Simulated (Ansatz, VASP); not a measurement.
# One calculation of Sc4Mo, two programs

INCAR

```
PREC = Accurate
ENCUT = 520
EDIFF = 1E-7
ISMEAR = 0
SIGMA = 0.1
LREAL = False
LASPH = True
NELM = 150
ALGO = Fast
ISIF = 2
LWAVE = False
LCHARG = False
ISPIN = 2
MAGMOM = 1 1 1 1 1
LORBIT = 11
LMAXMIX = 4
GGA = PE
NBANDS = 41
```

The input KPOINTS:

```
Automatic mesh
0
Gamma
  4 4 4
```

File POSCAR:

```
Sc4Mo
1.0
    5.0211096904      0.0000000000      0.0000000000
    0.0000000000      5.0211096904      0.0000000000
    0.0000000000      0.0000000000      5.0211096904
Sc Mo
4 1
Direct
    0.5000000000      0.0000000000      0.0000000000
    0.0000000000      0.5000000000      0.0000000000
    0.0000000000      0.0000000000      0.5000000000
    0.5000000000      0.5000000000      0.5000000000
    0.0000000000      0.0000000000      0.0000000000
```

Input for Ansatz:

```yaml
crystal:
  lattice:
    - [5.0211096904, 0.0, 0.0]
    - [0.0, 5.0211096904, 0.0]
    - [0.0, 0.0, 5.0211096904]
  atoms:
    - { symbol: Sc, position: [0.5, 0.0, 0.0], spin: 1.0 }
    - { symbol: Sc, position: [0.0, 0.5, 0.0], spin: 1.0 }
    - { symbol: Sc, position: [0.0, 0.0, 0.5], spin: 1.0 }
    - { symbol: Sc, position: [0.5, 0.5, 0.5], spin: 1.0 }
    - { symbol: Mo, position: [0.0, 0.0, 0.0], spin: 1.0 }
basis:
  ecutwfc: 420
kpoints:
  mp_grid: { grid: [4, 4, 4] }
hamiltonian:
  xc: pbe
scf:
  occupations: { method: gaussian, width: 0.1 }
  lower_state_search: "off"
output:
  forces: true
  stress: true
  eigenvalues: true
  populations: true
magnetization:
  spin_polarized: true
```

Alike in both runs: task single point; functional PBE; k mesh 4 × 4 × 4; occupations gaussian, width 0.1 eV; collinear spin.

```csv
,VASP,Ansatz
version,VASP 6.6.1,Ansatz 0.2.0
potentials or method,"VASP PAW PBE potentials, release 64 (Sc_sv, Mo_sv), cutoff 520 eV","scalar-relativistic, plane waves, PAW"
valence electrons in the cell,58,58
```

|  | VASP | Ansatz | Ansatz less VASP |
| --- | --- | --- | --- |
| gap on the k mesh at the Fermi level (eV) | none | none | - |
| pressure (GPa) | 0.4 | 0.2 | -0.21 |
| net moment per atom (μB) | 0.00 | 0.00 | 0.000 |

A gap of «none» marks a metal or a gap that the smearing closes. Ansatz's warnings: seeded moment not kept.
